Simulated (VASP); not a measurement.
# SnSe2 (P-3m1) in VASP: further runs

Aim: see how the results for SnSe2 move with the level of theory and the settings. Levels: PBE-based global hybrid with 10 % exact exchange, PBE-based global hybrid with 25 % exact exchange. Tasks: single point.

Program: VASP 6.6.1. These are calculated values, not measurements. Logs are shortened: lines on timing, memory, paths and dates and some standing lists are left out, and cuts for length are marked.

## (1) The cell of the first run

Symmetry: P-3m1, No. 164, trigonal system. Conventional cell: a = 3.811 Å, b = 3.811 Å, c = 6.136 Å, α = 90.00°, β = 90.00°, γ = 120.00°. Within 3.5 Å of Sn (site symmetry -3m) lie 6 Se at 2.68 Å. Se (site symmetry 3m) has 3 Sn at 2.68 Å within 3.5 Å.

## (2) Single point, PBE-based global hybrid with 10 % exact exchange

Input file POSCAR:

```
SnSe2
1.0
    3.8110000000      0.0000000000      0.0000000000
   -1.9055000000      3.3004230000      0.0000000000
    0.0000000000      0.0000000000      6.1360000000
Sn Se
1 2
Direct
    0.0000000000      0.0000000000      0.0000000000
    0.3333333333      0.6666666667      0.2490000000
    0.6666666667      0.3333333333      0.7510000000
```

Input file INCAR.step1:

```
SYSTEM = SnSe2
PREC = Accurate
ENCUT = 400
EDIFF = 1E-5
ISMEAR = 0
SIGMA = 0.01
LREAL = .FALSE.
LASPH = .TRUE.
NELM = 120
ALGO = Normal
ISIF = 2
LWAVE = .TRUE.
LCHARG = .FALSE.
GGA = PE
NBANDS = 20
GGA_COMPAT = .FALSE.
```

Input file INCAR.step2:

```
SYSTEM = SnSe2
PREC = Accurate
ENCUT = 400
EDIFF = 1E-6
ISMEAR = 0
SIGMA = 0.01
LREAL = .FALSE.
LASPH = .TRUE.
NELM = 120
ALGO = Normal
ISIF = 2
LWAVE = .FALSE.
LCHARG = .FALSE.
GGA = PE
LHFCALC = .TRUE.
AEXX = 0.1
PRECFOCK = Normal
ISTART = 1
NBANDS = 20
GGA_COMPAT = .FALSE.
```

Input file KPOINTS:

```
regular mesh
0
G
  6 6 2
  0 0 0
```

Potentials or basis: VASP PAW PBE potentials, release 64 (Sn_d, Se).

Launch:

```
> cat potpaw_PBE.64/Sn_d/POTCAR potpaw_PBE.64/Se/POTCAR > POTCAR
> cp INCAR.step1 INCAR
> mpirun -np 1 vasp_std > vasp.out
> cp INCAR.step2 INCAR
> mpirun -np 1 vasp_std > vasp.out
```

OUTCAR:

```text
SYSTEM = SnSe2
   PREC = Accurate
   ENCUT = 400
   EDIFF = 1E-6
   ISMEAR = 0
   LREAL = .FALSE.
   LASPH = .TRUE.
   NELM = 120
   ISIF = 2
   GGA = PE
   LHFCALC = .TRUE.
   AEXX = 0.1
   PRECFOCK = Normal
   ISTART = 1

 ion  position               nearest neighbor table
   1  0.000  0.000  0.000-   2 2.68   3 2.68   3 2.68   2 2.68   3 2.68   2 2.68
   2  0.333  0.667  0.249-   1 2.68   1 2.68   1 2.68
   3  0.667  0.333  0.751-   1 2.68   1 2.68   1 2.68

  LATTYP: Found a hexagonal cell.
 ALAT       =     3.8110000000
 C/A-ratio  =     1.6100760955

  Lattice vectors:

 A1 = (   3.8110000000,   0.0000000000,   0.0000000000)
 A2 = (  -1.9055000000,   3.3004230000,   0.0000000000)
 A3 = (   0.0000000000,   0.0000000000,   6.1360000000)

Analysis of symmetry for initial positions (statically):
=====================================================================
 Subroutine PRICEL returns:
 Original cell was already a primitive cell.

 Routine SETGRP: Setting up the symmetry group for a
 hexagonal supercell.

 Subroutine GETGRP returns: Found 12 space group operations
 (whereof 12 operations were pure point group operations)
 out of a pool of 24 trial point group operations.

The static configuration has the point symmetry D_3d.

Analysis of symmetry for dynamics (positions and initial velocities):
=====================================================================
 Subroutine PRICEL returns:
 Original cell was already a primitive cell.

 Routine SETGRP: Setting up the symmetry group for a
 hexagonal supercell.

 Subroutine GETGRP returns: Found 12 space group operations
 (whereof 12 operations were pure point group operations)
 out of a pool of 24 trial point group operations.

The dynamic configuration has the point symmetry D_3d.

 Subroutine INISYM returns: Found 12 space group operations
 (whereof 12 operations are pure point group operations),
 and found     1 'primitive' translations

----------------------------------------------------------------------------------------

                                     Primitive cell

  volume of cell :      77.1781

  direct lattice vectors                    reciprocal lattice vectors
     3.811000000  0.000000000  0.000000000     0.262398321  0.151495733  0.000000000
    -1.905500000  3.300423000  0.000000000     0.000000000  0.302991465  0.000000000
     0.000000000  0.000000000  6.136000000     0.000000000  0.000000000  0.162972621

  length of vectors
     3.811000000  3.811000161  6.136000000     0.302991478  0.302991465  0.162972621

  position of ions in fractional coordinates (direct lattice)
     0.000000000  0.000000000  0.000000000
     0.333333333  0.666666667  0.249000000
     0.666666667  0.333333333  0.751000000

  ion indices of the primitive-cell ions
   primitive index   ion index
                 1           1
                 2           2
                 3           3

----------------------------------------------------------------------------------------

 KPOINTS: regular mesh

Automatic generation of k-mesh.
 Grid dimensions read from file:
 generate k-points for:    6    6    2

 Generating k-lattice:

  Cartesian coordinates                     Fractional coordinates (reciprocal lattice)
     0.043733053  0.025249289  0.000000000     0.166666667  0.000000000  0.000000000
     0.000000000  0.050498578  0.000000000     0.000000000  0.166666667  0.000000000
     0.000000000  0.000000000  0.081486310     0.000000000  0.000000000  0.500000000

  Length of vectors
     0.050498580  0.050498578  0.081486310

  Shift w.r.t. Gamma in fractional coordinates (k-lattice)
     0.000000000  0.000000000  0.000000000

 Subroutine IBZKPT returns following result:
 ===========================================

 Found     14 irreducible k-points:

 Following reciprocal coordinates:
            Coordinates               Weight
  0.000000  0.000000  0.000000      1.000000
  0.166667  0.000000  0.000000      6.000000
  0.333333  0.000000  0.000000      6.000000
  0.500000  0.000000  0.000000      3.000000
  0.166667  0.166667  0.000000      6.000000
  0.333333  0.166667  0.000000     12.000000
  0.333333  0.333333  0.000000      2.000000
  0.000000  0.000000  0.500000      1.000000
  0.166667  0.000000  0.500000      6.000000
  0.333333  0.000000  0.500000      6.000000
  0.500000  0.000000  0.500000      3.000000
  0.166667  0.166667  0.500000      6.000000
  0.333333  0.166667  0.500000     12.000000
  0.333333  0.333333  0.500000      2.000000
   k-points           NKPTS =     14   k-points in BZ     NKDIM =     72   number of bands    NBANDS=     20
   number of dos      NEDOS =    301   number of ions     NIONS =      3
   total plane-waves  NPLWV =  31360
   dimension x,y,z NGX =    28 NGY =   28 NGZ =   40
   dimension x,y,z NGXF=    56 NGYF=   56 NGZF=   80
   ions per type =               1   2
   NGX,Y,Z   is equivalent  to a cutoff of  12.21, 12.21, 10.84 a.u.
   NGXF,Y,Z  is equivalent  to a cutoff of  24.43, 24.43, 21.67 a.u.
 SYSTEM =  SnSe2
   PREC   = accura    normal or accurate (medium, high low for compatibility)
   ISTART =      1    job   : 0-new  1-cont  2-samecut
   ICHARG =      0    charge: 1-file 2-atom 10-const
   ISPIN  =      1    spin polarized calculation?
   LNONCOLLINEAR =      F non collinear calculations
   LSORBIT =      F    spin-orbit coupling
   LASPH  =      T    aspherical Exc in radial PAW
   ENCUT  =  400.0 eV  29.40 Ry    5.42 a.u.   6.21  6.21 10.01*2*pi/ulx,y,z
   NELM   =    120;   NELMIN=  2; NELMDL=  0     # of ELM steps
   EDIFF  = 0.1E-05   stopping-criterion for ELM
   LREAL  =      F    real-space projection
   EDIFFG = 0.1E-04   stopping-criterion for IOM
   NSW    =      0    number of steps for IOM
   IBRION =     -1    ionic relax: 0-MD 1-quasi-New 2-CG
   NFREE  =      0    steps in history (QN), initial steepest desc. (CG)
   ISIF   =      2    stress and relaxation
   ISYM   =      3    0-nonsym 1-usesym 2-fastsym
   POTIM  = 0.5000    time-step for ionic-motion
   TEBEG  =    0.0;   TEEND  =   0.0 temperature during run
   PSTRESS=    0.0 pullay stress
   NELECT =      26.0000    total number of electrons
   NUPDOWN=      -1.0000    fix difference up-down
   EMIN   =  10.00;   EMAX   =-10.00  energy-range for DOS
   EFERMI =   0.00;   METHOD = LEGACY
   ISMEAR =     0;   SIGMA  =   0.01  broadening in eV -4-tet -1-fermi 0-gaus
   EFERMI_NEDOS =   21; number of points for ismear=-14 and -15
   IALGO  =     38    algorithm
   IMIX   =      1    mixing-type and parameters
     AMIX     =   0.40;   BMIX     =  1.00
     AMIX_MAG =   1.60;   BMIX_MAG =  1.00
  volume/ion in A,a.u.               =      25.73       173.61
  Fermi-wavevector in a.u.,A,eV,Ry     =   1.139116  2.152617 17.654721  1.297585
  Thomas-Fermi vector in A             =   2.275820
   LORBIT       =      0    0 simple, 1 ext, 2 COOP (PROOUT), +10 PAW based schemes
   GGA     = PE    functional components
   LHFCALC =     T    Hartree Fock is set to
   PRECFOCK=normal    Normal, Fast or Accurate (Low or Medium for compatibility)
   ENCUT4O =  -1.0   cutoff for four orbital integrals eV
   NKREDX  =     1    reduce k-point grid by
   NKREDY  =     1    reduce k-point grid by
   NKREDZ  =     1    reduce k-point grid by
   AEXX    =    0.1000 exact exchange contribution
   HFSCREEN=    0.0000 screening length (either q_TF or 0.3 A-1)
   HFSCREENC=   0.0000 screening length for correlation (either q_TF or 0.3 A-1)
   ENCUTFOCK=  -1.0 apply spherical cutoff to Coloumb kernel
   IVDW    =     0    specifies the selected vdW correction
   LEPSILON=     F    determine dielectric tensor
   LRPA    =     F    only Hartree local field effects (RPA)
 non-spin polarized calculation
 Gauss-broadening in eV      SIGMA  =   0.01
  energy-cutoff  :      400.00
  volume of cell :       77.18
 maximum number of plane-waves:      1422
 NGX is ok and might be reduce to    28
  NGX = 20; NGY = 20; NGZ = 32

 number of electron      26.0000016 magnetization

 Free energy of the ion-electron system (eV)
  ---------------------------------------------------
  ext. energy  EPLUGINS =         0.00000000
  ---------------------------------------------------
  free energy    TOTEN  =       -13.45161095 eV

  energy without entropy =      -13.45161095  energy(sigma->0) =      -13.45161095

 E-fermi :   3.9294     XC(G=0):  -8.6626

 val. band max:        3.7870201603   @ k =   0.0000   0.0000   0.0000
 cond. band min:       5.2129019097   @ k =   0.5000   0.0000   0.5000
 fundamental gap:      1.4258817494
 Fermi energy:         3.9294426592

 k-point     1 :       0.0000    0.0000    0.0000
  band No.  band energies     occupation
      1     -18.3001      2.00000
      2     -18.3001      2.00000
      3     -18.2557      2.00000
      4     -18.2396      2.00000
      5     -18.2396      2.00000
      6     -10.7508      2.00000
[... 12 lines left out ...]
     19      13.4496      0.00000
     20      13.4496      0.00000

 k-point     2 :       0.1667    0.0000    0.0000
  band No.  band energies     occupation
      1     -18.3151      2.00000
      2     -18.2925      2.00000
      3     -18.2497      2.00000
      4     -18.2426      2.00000
      5     -18.2361      2.00000
      6     -10.4636      2.00000
[... 12 lines left out ...]
     19      12.7674      0.00000
     20      13.7246      0.00000

 k-point     3 :       0.3333    0.0000    0.0000
  band No.  band energies     occupation
      1     -18.3475      2.00000
      2     -18.2839      2.00000
      3     -18.2571      2.00000
      4     -18.2268      2.00000
      5     -18.2224      2.00000
      6      -9.6930      2.00000
[... 12 lines left out ...]
     19      13.4726      0.00000
     20      14.3289      0.00000

 k-point     4 :       0.5000    0.0000    0.0000
  band No.  band energies     occupation
      1     -18.3641      2.00000
      2     -18.2825      2.00000
      3     -18.2617      2.00000
      4     -18.2175      2.00000
      5     -18.2126      2.00000
      6      -9.0163      2.00000
[... 199 lines left out ...]
 k-point    13 :       0.3333    0.1667    0.5000
  band No.  band energies     occupation
      1     -18.3489      2.00000
      2     -18.2955      2.00000
      3     -18.2524      2.00000
      4     -18.2268      2.00000
      5     -18.2156      2.00000
      6      -8.9859      2.00000
[... 12 lines left out ...]
     19      12.9466      0.00000
     20      14.1983      0.00000

 k-point    14 :       0.3333    0.3333    0.5000
  band No.  band energies     occupation
      1     -18.3247      2.00000
      2     -18.3247      2.00000
      3     -18.2345      2.00000
      4     -18.2345      2.00000
      5     -18.2219      2.00000
      6      -8.5122      2.00000
[... 12 lines left out ...]
     19      13.5197      0.00000
     20      13.5964      0.00000

------------------------ aborting loop because EDIFF is reached ----------------------------------------

  FORCE on cell =-STRESS in cart. coord.  units (eV):
  Direction    XX          YY          ZZ          XY          YZ          ZX
  --------------------------------------------------------------------------------------
  -------------------------------------------------------------------------------------
  Total        1.8473410      1.8473412      2.4853050      0.0000000      0.0000000      0.0000000
  in kB       38.3498564     38.3498608     51.5936638      0.0000000      0.0000000      0.0000000
  external PRESSURE =      42.7644603 kB  Pullay stress =       0.0000000 kB

 VOLUME and BASIS-vectors are now :
 -----------------------------------------------------------------------------
  energy-cutoff  :      400.00
  volume of cell :       77.18
      direct lattice vectors                 reciprocal lattice vectors
     3.811000000  0.000000000  0.000000000     0.262398321  0.151495733  0.000000000
    -1.905500000  3.300423000  0.000000000     0.000000000  0.302991465  0.000000000
     0.000000000  0.000000000  6.136000000     0.000000000  0.000000000  0.162972621

 POSITION                                       TOTAL-FORCE (eV/Angst)
 -----------------------------------------------------------------------------------
      0.00000      0.00000      0.00000        -0.000000      0.000000      0.000000
     -0.00000      2.20028      1.52786        -0.000000      0.000000      0.607579
      1.90550      1.10014      4.60814         0.000000     -0.000000     -0.607579
 -----------------------------------------------------------------------------------
    total drift:                                0.000000      0.000000      0.000001

  FREE ENERGIE OF THE ION-ELECTRON SYSTEM (eV)
  ---------------------------------------------------
  free  energy   TOTEN  =       -13.4516109473 eV

  energy  without entropy=      -13.4516109473  energy(sigma->0) =      -13.45161095
```

Run time: 20 min. Hardware: 1 thread of AMD EPYC 7R13 (Zen 3), shared host; peak memory 0.16 GiB.

What came out:

```
Free energy            : -13.4516 eV
Pressure               : 4.3 GPa
Largest force          : 0.608 eV/Å
Band gap on the k mesh : 1.43 eV (least direct gap 1.67 eV)
```

Forces on the atoms (eV/Å):
```
Sn   0.000  0.000  0.000
Se   0.000  0.000  0.608
Se   0.000  0.000 -0.608
```

Stress tensor (GPa, compression positive):
```
3.83 0.00 0.00
0.00 3.83 0.00
0.00 0.00 5.16
```

Levels at points of the mesh, in eV from the valence-band top:
| k point | band 11 | band 12 | band 13 | band 14 | band 15 | band 16 |
| --- | --- | --- | --- | --- | --- | --- |
| (0.00, 0.00, 0.00) | -0.36 | -0.36 | 0.00 | 1.67 | 3.57 | 5.33 |
| (0.50, 0.00, 0.00) | -2.76 | -1.20 | -0.28 | 1.71 | 4.44 | 6.10 |
| (0.00, 0.00, 0.50) | -0.79 | -0.20 | -0.20 | 3.06 | 3.54 | 5.04 |
| (0.50, 0.00, 0.50) | -2.05 | -0.84 | -0.69 | 1.43 | 4.91 | 5.52 |

Caveat: the k points lie up to 0.51 Å⁻¹ apart; the PAW data sets were made with another functional, which shifts forces and pressure a little; spin-orbit coupling is left out, which moves the levels of the heavy elements.

## (3) Single point, PBE-based global hybrid with 25 % exact exchange

POSCAR is that of step 2.

Input file INCAR.step1:

```
SYSTEM = SnSe2
ALGO = Normal ; EDIFF = 1E-5
ENCUT = 400 ; GGA = PE
GGA_COMPAT = .False. ; ISIF = 2
ISMEAR = 0 ; LASPH = .True.
LCHARG = .False. ; LREAL = .False.
LWAVE = .True. ; NBANDS = 20
NELM = 120 ; PREC = Accurate
SIGMA = 0.01
```

Input file INCAR.step2:

```
SYSTEM = SnSe2
AEXX = 0.25 ; ALGO = Normal
EDIFF = 1E-6 ; ENCUT = 400
GGA = PE ; GGA_COMPAT = .False.
ISIF = 2 ; ISMEAR = 0
ISTART = 1 ; LASPH = .True.
LCHARG = .False. ; LHFCALC = .True.
LREAL = .False. ; LWAVE = .False.
NBANDS = 20 ; NELM = 120
PREC = Accurate ; PRECFOCK = Normal
SIGMA = 0.01
```

Input file KPOINTS:

```
k-points
0
Gamma
  6 6 2
  0 0 0
```

Potentials or basis: VASP PAW PBE potentials, release 64 (Sn_d, Se).

Launch:

```
> cat potpaw_PBE.64/Sn_d/POTCAR potpaw_PBE.64/Se/POTCAR > POTCAR
> cp INCAR.step1 INCAR
> mpirun -np 1 vasp_std > vasp.out
> cp INCAR.step2 INCAR
> mpirun -np 1 vasp_std > vasp.out
```

OUTCAR:

```text
SYSTEM = SnSe2
   AEXX = 0.25
   EDIFF = 1E-6
   ENCUT = 400
   GGA = PE
   ISIF = 2
   ISMEAR = 0
   ISTART = 1
   LASPH = .True.
   LHFCALC = .True.
   LREAL = .False.
   NELM = 120
   PREC = Accurate
   PRECFOCK = Normal

 ion  position               nearest neighbor table
   1  0.000  0.000  0.000-   2 2.68   3 2.68   3 2.68   2 2.68   3 2.68   2 2.68
   2  0.333  0.667  0.249-   1 2.68   1 2.68   1 2.68
[... 514 lines left out ...]

------------------------ aborting loop because EDIFF is reached ----------------------------------------

  FORCE on cell =-STRESS in cart. coord.  units (eV):
  Direction    XX          YY          ZZ          XY          YZ          ZX
  --------------------------------------------------------------------------------------
  -------------------------------------------------------------------------------------
  Total        0.9142656      0.9142657      1.6139448     -0.0000000      0.0000000      0.0000000
  in kB       18.9796868     18.9796890     33.5046698     -0.0000000      0.0000000      0.0000000
  external PRESSURE =      23.8213485 kB  Pullay stress =       0.0000000 kB

 VOLUME and BASIS-vectors are now :
 -----------------------------------------------------------------------------
  energy-cutoff  :      400.00
  volume of cell :       77.18
      direct lattice vectors                 reciprocal lattice vectors
     3.811000000  0.000000000  0.000000000     0.262398321  0.151495733  0.000000000
    -1.905500000  3.300423000  0.000000000     0.000000000  0.302991465  0.000000000
     0.000000000  0.000000000  6.136000000     0.000000000  0.000000000  0.162972621

 POSITION                                       TOTAL-FORCE (eV/Angst)
 -----------------------------------------------------------------------------------
      0.00000      0.00000      0.00000         0.000000     -0.000000      0.000000
     -0.00000      2.20028      1.52786        -0.000000      0.000000      0.321059
      1.90550      1.10014      4.60814         0.000000     -0.000000     -0.321059
 -----------------------------------------------------------------------------------
    total drift:                               -0.000000     -0.000001     -0.000001

  FREE ENERGIE OF THE ION-ELECTRON SYSTEM (eV)
  ---------------------------------------------------
  free  energy   TOTEN  =       -16.0769020859 eV

  energy  without entropy=      -16.0769020859  energy(sigma->0) =      -16.07690209
```

It took 31 min on 1 thread of AMD EPYC 7R13 (Zen 3), shared host; peak memory 0.16 GiB.

What came out:

```
Free energy            : -16.0769 eV
Pressure               : 2.4 GPa
Largest force          : 0.321 eV/Å
Band gap on the k mesh : 2.30 eV (least direct gap 2.60 eV)
```

Forces on the atoms (eV/Å):
```
Sn   0.000  0.000  0.000
Se   0.000  0.000  0.321
Se   0.000  0.000 -0.321
```

Stress tensor (GPa, compression positive):
```
1.90 0.00 0.00
0.00 1.90 0.00
0.00 0.00 3.35
```

Levels at points of the mesh, in eV from the valence-band top:
```tsv
k point	band 9	band 10	band 11	band 12	band 13	band 14	band 15	band 16	band 17	band 18
(0.00, 0.00, 0.00)	-0.69	-0.69	-0.32	-0.32	0.00	2.60	4.52	6.38	6.38	9.92
(0.50, 0.00, 0.00)	-4.87	-3.17	-2.87	-1.21	-0.25	2.57	5.43	7.08	7.29	9.23
(0.00, 0.00, 0.50)	-2.24	-0.80	-0.80	-0.15	-0.15	4.02	4.51	6.07	6.07	10.00
(0.50, 0.00, 0.50)	-5.37	-2.68	-2.13	-0.86	-0.67	2.30	5.90	6.53	7.48	8.27
```

Caveat: the k points lie up to 0.51 Å⁻¹ apart; the PAW data sets were made with another functional, which shifts forces and pressure a little; spin-orbit coupling is left out, which moves the levels of the heavy elements. A k mesh can miss the band edges.
